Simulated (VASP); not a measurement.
# Al in VASP: notebook

Runs on Al. Level: LDA. Tasks: single point.

All numbers are computed with VASP 6.6.1; they aren't measurements. Logs are shortened: lines on timing, memory, paths and dates and some standing lists are left out, and cuts for length are marked.

### Step 1. The cell of the first run

It takes space group C2/m (No. 12, monoclinic). Conventional cell: a = 4.728 Å, b = 2.730 Å, c = 2.870 Å, α = 90.00°, β = 123.75°, γ = 90.00°. Within 3.6 Å of Al (site symmetry 2/m) lie 12 Al at 2.73 to 2.87 Å.

### Step 2. Single point, LDA

Input file INCAR:

```
  PREC = Accurate
  ENCUT = 520
  EDIFF = 1E-6
  ISMEAR = 0
  SIGMA = 0.1
  LREAL = F
  LASPH = T
  NELM = 60
  ALGO = Fast
  ISIF = 2
  LWAVE = F
  LCHARG = T
  GGA = CA
  LELF = T
  LVHAR = T
  NBANDS = 14
```

Input file KPOINTS:

```
regular mesh
0
Gamma
  9 9 14
```

Input file POSCAR:

```
Al
1.0
    5.4590455692      0.0000175551     -0.0182203010
   -2.7295075814      4.7276809209      0.0182203010
   -1.3727307329      0.7925464582      2.3920491242
Al
4
Direct
    0.0000000000      0.5000000000      0.0000000000
    0.5000000000      0.5000000000      0.0000000000
    0.0000000000      0.0000000000      0.0000000000
    0.5000000000      0.0000000000      0.0000000000
```

Potentials or basis: VASP PAW LDA potentials, release 64 (Al).

Command:

```sh
$ cat potpaw_LDA.64/Al/POTCAR > POTCAR
$ mpirun -np 1 vasp_std > vasp.out
```

OUTCAR:

```text
PREC = Accurate
   ENCUT = 520
   EDIFF = 1E-6
   ISMEAR = 0
   LREAL = F
   LASPH = T
   NELM = 60
   ISIF = 2
   GGA = CA

 ion  position               nearest neighbor table
   1  0.000  0.500  0.000-   3 2.73   3 2.73   2 2.73   2 2.73   4 2.73   4 2.73   3 2.85   3 2.85
                             2 2.85   2 2.85
   2  0.500  0.500  0.000-   4 2.73   4 2.73   1 2.73   1 2.73   3 2.73   3 2.73   4 2.85   4 2.85
                             1 2.85   1 2.85
   3  0.000  0.000  0.000-   1 2.73   1 2.73   4 2.73   4 2.73   2 2.73   2 2.73   1 2.85   1 2.85
                             4 2.85   4 2.85
   4  0.500  0.000  0.000-   2 2.73   2 2.73   3 2.73   3 2.73   1 2.73   1 2.73   2 2.85   2 2.85
                             3 2.85   3 2.85
[... 9 lines left out ...]
 A1 = (  -1.3567768485,   3.9351344627,  -2.3738288232)
 A2 = (  -4.0863148363,  -0.7925640133,  -2.3738288232)
 A3 = (  -1.3727307329,   0.7925464582,   2.3920491242)

Analysis of symmetry for initial positions (statically):
=====================================================================
 Subroutine PRICEL returns following result:

  LATTYP: Found a base centered monoclinic cell.
 ALAT       =     4.7276984760
 B/A-ratio  =     0.5773502692
 C/A-ratio  =     0.6069692635
 COS(beta)  =    -0.5555889123

  Lattice vectors:

 A1 = (   1.3647537907,  -2.3638404605,  -0.0091101505)
 A2 = (   2.7295227846,   0.0000087776,  -0.0091101505)
 A3 = (  -1.3727307329,   0.7925464582,   2.3920491242)

   4 primitive cells build up your supercell.

 Routine SETGRP: Setting up the symmetry group for a
 base centered monoclinic supercell.

 Subroutine GETGRP returns: Found  4 space group operations
 (whereof  4 operations were pure point group operations)
 out of a pool of  4 trial point group operations.

The static configuration has the point symmetry C_2h.

Analysis of symmetry for dynamics (positions and initial velocities):
=====================================================================
 Subroutine PRICEL returns following result:

  LATTYP: Found a base centered monoclinic cell.
 ALAT       =     4.7276984760
 B/A-ratio  =     0.5773502692
 C/A-ratio  =     0.6069692635
 COS(beta)  =    -0.5555889123

  Lattice vectors:

 A1 = (   1.3647537907,  -2.3638404605,  -0.0091101505)
[... 111 lines left out ...]
   LREAL  =      F    real-space projection
[... 7 lines left out ...]
   TEBEG  =    0.0;   TEEND  =   0.0 temperature during run
   PSTRESS=    0.0 pullay stress
   NELECT =      12.0000    total number of electrons
   NUPDOWN=      -1.0000    fix difference up-down
   EMIN   =  10.00;   EMAX   =-10.00  energy-range for DOS
   EFERMI =   0.00;   METHOD = LEGACY
   ISMEAR =     0;   SIGMA  =   0.10  broadening in eV -4-tet -1-fermi 0-gaus
   EFERMI_NEDOS =   21; number of points for ismear=-14 and -15
   IALGO  =     68    algorithm
   IMIX   =      4    mixing-type and parameters
     AMIX     =   0.40;   BMIX     =  1.00
     AMIX_MAG =   1.60;   BMIX_MAG =  1.00
  volume/ion in A,a.u.               =      15.39       103.89
  Fermi-wavevector in a.u.,A,eV,Ry     =   0.949132  1.793600 12.256842  0.900852
  Thomas-Fermi vector in A             =   2.077387
   LORBIT       =      0    0 simple, 1 ext, 2 COOP (PROOUT), +10 PAW based schemes
   GGA     = CA    functional components
   LHFCALC =     F    Hartree Fock is set to
   AEXX    =    0.0000 exact exchange contribution
   IVDW    =     0    specifies the selected vdW correction
   LEPSILON=     F    determine dielectric tensor
   LRPA    =     F    only Hartree local field effects (RPA)
 non-spin polarized calculation
 RMM-DIIS sequential band-by-band and
 Gauss-broadening in eV      SIGMA  =   0.10
  energy-cutoff  :      520.00
  volume of cell :       61.58
 maximum number of plane-waves:      1677
 NGX is ok and might be reduce to    42
   NGX = 21   NGY = 21   NGZ = 11

 number of electron      12.0000000 magnetization

 Free energy of the ion-electron system (eV)
  ---------------------------------------------------
  ext. energy  EPLUGINS =         0.00000000
  ---------------------------------------------------
  free energy    TOTEN  =       -16.69964649 eV

  energy without entropy =      -16.69207652  energy(sigma->0) =      -16.69586151

 E-fermi :   8.5312     XC(G=0): -10.5998

 val. band max:        8.5306068233   @ k =   0.1111   0.2222   0.3571
 cond. band min:       8.5330029319   @ k =  -0.1111   0.1111   0.3571
 fundamental gap:      0.0023961085
 Fermi energy:         8.5312489686

 k-point     1 :       0.0000    0.0000    0.0000
  band No.  band energies     occupation
      1      -3.0596      2.00000
      2       3.8402      2.00000
      3       3.8402      2.00000
      4       4.3578      2.00000
      5       4.3578      2.00000
      6       5.5220      2.00000
      7       6.9898      2.00000
      8      13.4737      0.00000
      9      13.6737      0.00000
     10      15.2675      0.00000
     11      18.2613      0.00000
     12      19.2014      0.00000
     13      19.2022      0.00000
     14      19.5383      0.00000
[... 377 lines left out ...]
      1      -0.6335      2.00000
      2      -0.6335      2.00000
      3       0.7943      2.00000
      4       2.9069      2.00000
      5       9.0752      0.00000
      6      10.8329      0.00000
      7      11.0839      0.00000
      8      12.8261      0.00000
      9      14.8969      0.00000
     10      14.8969      0.00000
     11      15.6077      0.00000
     12      15.6077      0.00000
     13      16.8059      0.00000
     14      17.3944      0.00000

 [... further k-points ...]

------------------------ aborting loop because EDIFF is reached ----------------------------------------

  FORCE on cell =-STRESS in cart. coord.  units (eV):
  Direction    XX          YY          ZZ          XY          YZ          ZX
  --------------------------------------------------------------------------------------
  -------------------------------------------------------------------------------------
  Total        1.7885332      1.5861735      0.0216243     -0.1752486      0.0008839     -0.0015310
  in kB       46.5352812     41.2701483      0.5626346     -4.5597388      0.0229990     -0.0398353
  external PRESSURE =      29.4560214 kB  Pullay stress =       0.0000000 kB

 VOLUME and BASIS-vectors are now :
 -----------------------------------------------------------------------------
  energy-cutoff  :      520.00
  volume of cell :       61.58
      direct lattice vectors                 reciprocal lattice vectors
     5.459045569  0.000017555 -0.018220301     0.183416372  0.105623920  0.070261696
    -2.729507581  4.727680921  0.018220301    -0.000235189  0.211655198 -0.070261696
    -1.372730733  0.792546458  2.392049124     0.001398879 -0.000807643  0.419121986

 POSITION                                       TOTAL-FORCE (eV/Angst)
 -----------------------------------------------------------------------------------
     -1.36475      2.36384      0.00911        -0.000000      0.000000     -0.000000
      1.36477      2.36385      0.00000        -0.000000     -0.000000      0.000000
      0.00000      0.00000      0.00000         0.000000      0.000000     -0.000000
      2.72952      0.00001     -0.00911         0.000000     -0.000000      0.000000
 -----------------------------------------------------------------------------------
    total drift:                               -0.000000      0.000000      0.000000

  FREE ENERGIE OF THE ION-ELECTRON SYSTEM (eV)
  ---------------------------------------------------
  free  energy   TOTEN  =       -16.6996464934 eV

  energy  without entropy=      -16.6920765221  energy(sigma->0) =      -16.69586151
```

OSZICAR:

```text
N       E                     dE             d eps       ncg     rms          rms(c)
DAV:   1     0.543723397743E+01    0.54372E+01   -0.42490E+03  8984   0.667E+02
DAV:   2    -0.161598998118E+02   -0.21597E+02   -0.20195E+02 11484   0.934E+01
DAV:   3    -0.168207016495E+02   -0.66080E+00   -0.65522E+00 11646   0.130E+01
DAV:   4    -0.168241670875E+02   -0.34654E-02   -0.34644E-02 10424   0.124E+00
DAV:   5    -0.168241914382E+02   -0.24351E-04   -0.24351E-04 11714   0.104E-01    0.303E+00
RMM:   6    -0.167485985738E+02    0.75593E-01   -0.72233E-03  8977   0.418E-01    0.174E+00
RMM:   7    -0.166997800969E+02    0.48818E-01   -0.18604E-02  9301   0.666E-01    0.249E-01
RMM:   8    -0.166996321568E+02    0.14794E-03   -0.12598E-03  9540   0.222E-01    0.698E-02
RMM:   9    -0.166996456308E+02   -0.13474E-04   -0.13493E-04  9931   0.929E-02    0.175E-02
RMM:  10    -0.166996466455E+02   -0.10146E-05   -0.21356E-05 10140   0.296E-02    0.353E-03
RMM:  11    -0.166996464934E+02    0.15206E-06   -0.30643E-06  9951   0.130E-02
   1 F= -.16699646E+02 E0= -.16695862E+02  d E =-.756997E-02
```

stdout:

```text
POSCAR found type information on POSCAR Al
 POSCAR found :  1 types and       4 ions
 scaLAPACK will be used
 LDA part: xc-table for (Slater(with rela. corr.)+CA(PZ))
 , standard interpolation
 POSCAR, INCAR and KPOINTS ok, starting setup
 FFT: planning ... GRIDC
 FFT: planning ... GRID_SOFT
 FFT: planning ... GRID
 WAVECAR not read
 entering main loop
```

It took 3.7 min on 1 thread of Intel Xeon Platinum 8259CL at 2.50GHz (Skylake/Cascade Lake), shared host; peak memory 0.31 GiB.

Results:

* Free energy: -16.6996 eV
* Pressure: 2.9 GPa
* Band gap on the k mesh: zero (bands 6 and 7 overlap by 5.06 eV)

Stress tensor (GPa, compression positive):
```
 4.65 -0.46  0.00
-0.46  4.13  0.00
 0.00  0.00  0.06
```

Levels at points of the mesh, in eV from the Fermi level:
| k point | band 3 | band 4 | band 5 | band 6 | band 7 | band 8 | band 9 | band 10 |
| --- | --- | --- | --- | --- | --- | --- | --- | --- |
| (0.00, 0.00, 0.00) | -4.69 | -4.17 | -4.17 | -3.01 | -1.54 | 4.94 | 5.14 | 6.74 |
| (0.00, 0.00, 0.50) | -4.72 | -4.24 | -3.09 | -3.09 | -1.65 | -1.65 | 5.15 | 5.15 |

### Step 3. Single point, LDA

Input file INCAR:

```
ALGO = Fast
EDIFF = 1E-6
ENCUT = 520
GGA = CA
ISIF = 2
ISMEAR = 0
LASPH = True
LCHARG = False
LREAL = False
LWAVE = False
NBANDS = 14
NELM = 80
PREC = Accurate
SIGMA = 0.1
```

Input file KPOINTS:

```
k-points
0
Gamma
  9 9 14
```

Input file POSCAR:

```
Al
1.0
    5.4590759755      0.0000000000      0.0000000000
   -2.7295379877      4.7276984759      0.0000000000
   -1.3647689939      0.7879497460      2.3884933638
Al
4
Direct
    0.0000000000      0.5000000000      0.0000000000
    0.5000000000      0.5000000000      0.0000000000
    0.0000000000      0.0000000000      0.0000000000
    0.5000000000      0.0000000000      0.0000000000
```

Potentials or basis: VASP PAW LDA potentials, release 64 (Al).

Command:

```sh
$ cat potpaw_LDA.64/Al/POTCAR > POTCAR
$ mpirun -np 1 vasp_std > vasp.out
```

Wall time 3.7 min (1 thread of Intel Xeon Platinum 8259CL at 2.50GHz (Skylake/Cascade Lake), shared host); peak memory 0.31 GiB.

It converged, with:

```
Free energy            : -16.6994 eV
Pressure               : 2.9 GPa
Band gap on the k mesh : zero (bands 6 and 7 overlap by 4.98 eV)
```

Stress tensor (GPa, compression positive):
```
 4.56 -0.47 -0.18
-0.47  4.02  0.11
-0.18  0.11  0.00
```

Levels at points of the mesh, in eV from the Fermi level:
| k point | band 2 | band 3 | band 4 | band 5 | band 6 | band 7 | band 8 | band 9 | band 10 | band 11 |
| --- | --- | --- | --- | --- | --- | --- | --- | --- | --- | --- |
| (0.00, 0.00, 0.00) | -4.70 | -4.70 | -4.19 | -4.19 | -3.06 | -1.61 | 5.06 | 5.20 | 6.75 | 9.77 |
| (0.00, 0.00, 0.50) | -5.18 | -4.70 | -4.19 | -3.06 | -3.06 | -1.61 | -1.61 | 5.06 | 5.06 | 5.20 |
